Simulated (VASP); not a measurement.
Set up this calculation in VASP 6.6.1, as the native input.

```yaml
Task: relaxation of cell and atoms
Functional: LDA
Potentials_or_basis: VASP PAW LDA potentials, release 64 (B, P)
Cutoff: 500 eV
k_mesh: 12 × 12 × 12
Occupations: gaussian, width 0.01 eV
Spin: no spin polarisation
Target_pressure: 22 GPa
Dipole_correction: no
Further_INCAR_settings: ALGO = Normal; EDIFF = 1e-07; IBRION = 2; EDIFFG = -0.001; NSW = 80; ISIF = 3
```

The structure of BP lies in POSCAR:

```
BP
1.0
    0.0000000000      2.1692282038      2.1692282038
    2.1692282038      0.0000000000      2.1692282038
    2.1692282038      2.1692282038      0.0000000000
B P
1 1
Direct
    0.0000000000      0.0000000000      0.0000000000
    0.7500000000      0.7500000000      0.7500000000
```

The input as run:

INCAR

```
SYSTEM = BP
PREC = Accurate
ENCUT = 500
EDIFF = 1E-7
ISMEAR = 0
SIGMA = 0.01
LREAL = .FALSE.
LASPH = .TRUE.
NELM = 120
ALGO = Normal
ISIF = 3
LWAVE = .FALSE.
LCHARG = .FALSE.
GGA = CA
IBRION = 2
NSW = 80
EDIFFG = -0.001
PSTRESS = 220.0
GGA_COMPAT = .FALSE.
NELMIN = 4
```

KPOINTS

```
Automatic mesh
0
G
  12 12 12
  0 0 0
```

Potentials or basis: VASP PAW LDA potentials, release 64 (B, P).

Command:

```sh
$ cat potpaw_LDA.64/B/POTCAR potpaw_LDA.64/P/POTCAR > POTCAR
$ mpirun -np 1 vasp_std > vasp.out
```

Results of the run:

```json
{
 "Relaxed volume": "10.20 Å³/atom",
 "Relaxed cell": "a = 3.067 Å, b = 3.067 Å, c = 3.067 Å, α = 60.00°, β = 60.00°, γ = 60.00°",
 "Space group after relaxing (to 0.05 Å)": "F-43m (No. 216)",
 "Energy change on relaxing (the enthalpy is what falls)": "+1.1 meV/atom",
 "Ionic steps": "3",
 "Pressure after relaxing": "22.0 GPa",
 "Band gap on the k mesh": "1.01 eV, indirect (least direct gap 3.63 eV)"
}
```

Caveat: the cell is relaxed towards a set pressure, so the enthalpy falls and the energy may rise.

Wall time 30 s on 1 thread of Intel Xeon 8259CL, with other jobs on the host, peak memory 0.13 GiB.
